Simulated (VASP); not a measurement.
# ZnS (F-43m) in VASP: vibrations by perturbation theory with PBEsol

Aim: the vibrations by perturbation theory of ZnS with PBEsol.

Program: VASP 6.6.1. These are calculated values, not measurements. Logs are shortened: lines on timing, memory, paths and dates and some standing lists are left out, and cuts for length are marked.

## (1) The cell of the first run

The structure is cubic, space group F-43m (No. 216). Conventional cell: a = 5.356 Å, b = 5.356 Å, c = 5.356 Å, α = 90.00°, β = 90.00°, γ = 90.00°. Zn (site symmetry -43m) has 4 S at 2.32 Å within 3.1 Å. Within 3.1 Å of S (site symmetry -43m) lie 4 Zn at 2.32 Å.

## (2) Vibrations by perturbation theory, PBEsol

INCAR

```
  PREC = Accurate
  ENCUT = 520
  EDIFF = 1E-8
  ISMEAR = 0
  SIGMA = 0.01
  LREAL = F
  LASPH = T
  NELM = 100
  ALGO = Normal
  ISIF = 2
  LWAVE = F
  LCHARG = F
  GGA = PS
  IBRION = 8
  NSW = 1
  LEPSILON = T
```

KPOINTS

```
Automatic mesh
0
Gamma
  6 6 6
```

POSCAR

```
ZnS
1.0
    0.0000000000      2.6780747399      2.6780747399
    2.6780747399      0.0000000000      2.6780747399
    2.6780747399      2.6780747399      0.0000000000
Zn S
1 1
Direct
    0.0000000000      0.0000000000      0.0000000000
    0.2500000000      0.2500000000      0.2500000000
```

Potentials or basis: VASP PAW PBE potentials, release 64 (Zn, S).

Run with:

```sh
$ cat potpaw_PBE.64/Zn/POTCAR potpaw_PBE.64/S/POTCAR > POTCAR
$ mpirun -np 1 vasp_std > vasp.out
```

OUTCAR:

```text
PREC = Accurate
   ENCUT = 520
   EDIFF = 1E-8
   ISMEAR = 0
   LREAL = F
   LASPH = T
   NELM = 100
   ISIF = 2
   GGA = PS
   IBRION = 8
   NSW = 1
   LEPSILON = T

 ion  position               nearest neighbor table
   1  0.000  0.000  0.000-   2 2.32   2 2.32   2 2.32   2 2.32
   2  0.250  0.250  0.250-   1 2.32   1 2.32   1 2.32   1 2.32

  LATTYP: Found a face centered cubic cell.
 ALAT       =     5.3561494798

  Lattice vectors:

 A1 = (   0.0000000000,   2.6780747399,   2.6780747399)
 A2 = (   2.6780747399,   0.0000000000,   2.6780747399)
 A3 = (   2.6780747399,   2.6780747399,   0.0000000000)

Analysis of symmetry for initial positions (statically):
=====================================================================
 Subroutine PRICEL returns:
 Original cell was already a primitive cell.

 Routine SETGRP: Setting up the symmetry group for a
 face centered cubic supercell.

 Subroutine GETGRP returns: Found 24 space group operations
 (whereof 24 operations were pure point group operations)
 out of a pool of 48 trial point group operations.

The static configuration has the point symmetry T_d .

Analysis of symmetry for dynamics (positions and initial velocities):
=====================================================================
 Subroutine PRICEL returns:
 Original cell was already a primitive cell.

 Routine SETGRP: Setting up the symmetry group for a
 face centered cubic supercell.

 Subroutine GETGRP returns: Found 24 space group operations
 (whereof 24 operations were pure point group operations)
 out of a pool of 48 trial point group operations.

The dynamic configuration has the point symmetry T_d .

 Subroutine INISYM returns: Found 24 space group operations
 (whereof 24 operations are pure point group operations),
 and found     1 'primitive' translations

----------------------------------------------------------------------------------------
[... 475 lines left out ...]
     0.00000  0.00501 -5.98596
     0.00000 -5.98596  0.00501

 MACROSCOPIC STATIC DIELECTRIC TENSOR (including local field effects in DFT)
 ------------------------------------------------------
           6.527706     0.000000     0.000000
          -0.000000     6.527706     0.000000
          -0.000000    -0.000000     6.527706
 ------------------------------------------------------

 PIEZOELECTRIC TENSOR (including local field effects)  for field in x, y, z        (e  Angst)
          XX          YY          ZZ          XY          YZ          ZX
  --------------------------------------------------------------------------------
  x     0.00000     0.00000     0.00000     0.00000    -1.65778     0.00000
  y    -0.00000    -0.00000     0.00000     0.00000     0.00000    -1.65778
  z     0.00000    -0.00000     0.00000    -1.65778     0.00000     0.00000

 PIEZOELECTRIC TENSOR (including local field effects)  for field in x, y, z        (C/m^2)
          XX          YY          ZZ          XY          YZ          ZX
  --------------------------------------------------------------------------------
  x     0.00000     0.00000     0.00000     0.00000    -0.69142     0.00000
  y    -0.00000    -0.00000     0.00000     0.00000     0.00000    -0.69142
  z     0.00000    -0.00000     0.00000    -0.69142     0.00000     0.00000

 BORN EFFECTIVE CHARGES (including local field effects) (in |e|, cummulative output)
 ---------------------------------------------------------------------------------
 ion    1
    1     2.02452     0.00000     0.00000
    2    -0.00000     2.02452    -0.00000
    3     0.00000     0.00000     2.02452
 ion    2
    1    -2.02452     0.00000     0.00000
    2     0.00000    -2.02452     0.00000
    3    -0.00000    -0.00000    -2.02452

 INTERNAL STRAIN TENSOR FOR ION    2 for displacements in x,y,z  (eV/Angst):
          X           Y           Z          XY          YZ          ZX
  --------------------------------------------------------------------------------
  x     0.00000     0.00000     0.00000     0.00000    -5.98596     0.00000
  y    -0.00000     0.00000    -0.00000     0.00000     0.00000    -5.98596
  z     0.00000     0.00000     0.00000    -5.98596     0.00000     0.00000

 SECOND DERIVATIVES (NOT SYMMETRIZED)
 ------------------------------------
               1X          1Y          1Z          2X          2Y          2Z
  1X    -6.216212    0.000000    0.000000    6.216212    0.000000    0.000000
  1Y     0.000000   -6.216212    0.000000    0.000000    6.216212    0.000000
  1Z     0.000000    0.000000   -6.216212    0.000000    0.000000    6.216212
  2X     6.182003    0.000000    0.000000   -6.182003    0.000000    0.000000
  2Y     0.000000    6.182003    0.000000    0.000000   -6.182003    0.000000
  2Z     0.000000    0.000000    6.182003    0.000000    0.000000   -6.182003

 Eigenvectors and eigenvalues of the dynamical matrix
 ----------------------------------------------------

   1 f  =    8.387585 THz    52.700751 2PiTHz  279.779719 cm-1    34.688249 meV
             X         Y         Z           dx          dy          dz
      0.000000  0.000000  0.000000     0.000000    0.574674    0.000000
      1.339037  1.339037  1.339037     0.000000   -0.818382    0.000000
[... 21 lines left out ...]
   6 f/i=    0.010884 THz     0.068389 2PiTHz    0.363066 cm-1     0.045014 meV
             X         Y         Z           dx          dy          dz
      0.000000  0.000000  0.000000     0.000000    0.000000    0.818382
      1.339037  1.339037  1.339037     0.000000    0.000000    0.574674

--------------------------------------------------------------------------------------------------------

 MACROSCOPIC STATIC DIELECTRIC TENSOR IONIC CONTRIBUTION
 ------------------------------------------------------
           3.114456    -0.000000    -0.000000
          -0.000000     3.114456     0.000000
          -0.000000     0.000000     3.114456
 ------------------------------------------------------

 ELASTIC MODULI CONTR FROM IONIC RELAXATION (kBar)
 Direction    XX          YY          ZZ          XY          YZ          ZX
 --------------------------------------------------------------------------------
 XX          -0.0000     -0.0000     -0.0000      0.0000      0.0000     -0.0000
 YY          -0.0000     -0.0000     -0.0000      0.0000      0.0000     -0.0000
 ZZ          -0.0000     -0.0000     -0.0000      0.0000      0.0000     -0.0000
 XY           0.0000      0.0000      0.0000   -240.7178      0.0000     -0.0000
 YZ           0.0000      0.0000      0.0000      0.0000   -240.7178      0.0000
 ZX          -0.0000     -0.0000     -0.0000     -0.0000      0.0000   -240.7178
 --------------------------------------------------------------------------------

 PIEZOELECTRIC TENSOR IONIC CONTR  for field in x, y, z        (C/m^2)
          XX          YY          ZZ          XY          YZ          ZX
  --------------------------------------------------------------------------------
  x    -0.00000    -0.00000    -0.00000    -0.00000     0.81474    -0.00000
  y     0.00000     0.00000     0.00000     0.00000    -0.00000     0.81474
  z    -0.00000    -0.00000    -0.00000     0.81474    -0.00000     0.00000
```

OSZICAR:

```text
N       E                     dE             d eps       ncg     rms          rms(c)
DAV:   1     0.881818401042E+02    0.88182E+02   -0.93194E+03   416   0.166E+03
DAV:   2    -0.161902005958E+01   -0.89801E+02   -0.86474E+02   451   0.297E+02
DAV:   3    -0.791470025530E+01   -0.62957E+01   -0.62598E+01   526   0.771E+01
DAV:   4    -0.799363157535E+01   -0.78931E-01   -0.78909E-01   451   0.908E+00
[... 183 lines left out ...]
RMM:   9    -0.104852109179E+00    0.81025E-06   -0.42042E-08  2037   0.187E-04    0.771E-05
RMM:  10    -0.104852423557E+00   -0.31438E-06   -0.15553E-08  2015   0.756E-05    0.944E-06
RMM:  11    -0.104852523933E+00   -0.10038E-06   -0.63637E-09  2172   0.310E-05    0.119E-05
RMM:  12    -0.104852501845E+00    0.22088E-07    0.24796E-08  1998   0.964E-06    0.166E-06
RMM:  13    -0.104852502242E+00   -0.39720E-09    0.62561E-10  1384   0.287E-06    0.698E-07
 Linear response finished
```

Wall time 1.9 min (1 thread of AMD EPYC 9R45 (Zen 5), shared host); peak memory 0.18 GiB.

Results:

- Electronic dielectric tensor (diagonal): 6.53
- Born charges (mean of the diagonal): Zn +2.02; S -2.02 e
- Highest phonon frequency at Γ, LO-TO splitting left out: 280 cm⁻¹

Phonon frequencies in cm⁻¹ (negative: imaginary):
```
              q point        frequencies
(0.000, 0.000, 0.000)  0 0 0 280 280 280
```

Electronic dielectric tensor:
```
6.53 0.00 0.00
0.00 6.53 0.00
0.00 0.00 6.53
```

Born effective charge tensors (e):
atom 1, Zn
```
2.02 0.00 0.00
0.00 2.02 0.00
0.00 0.00 2.02
```
atom 2, S
```
-2.02  0.00  0.00
 0.00 -2.02  0.00
 0.00  0.00 -2.02
```
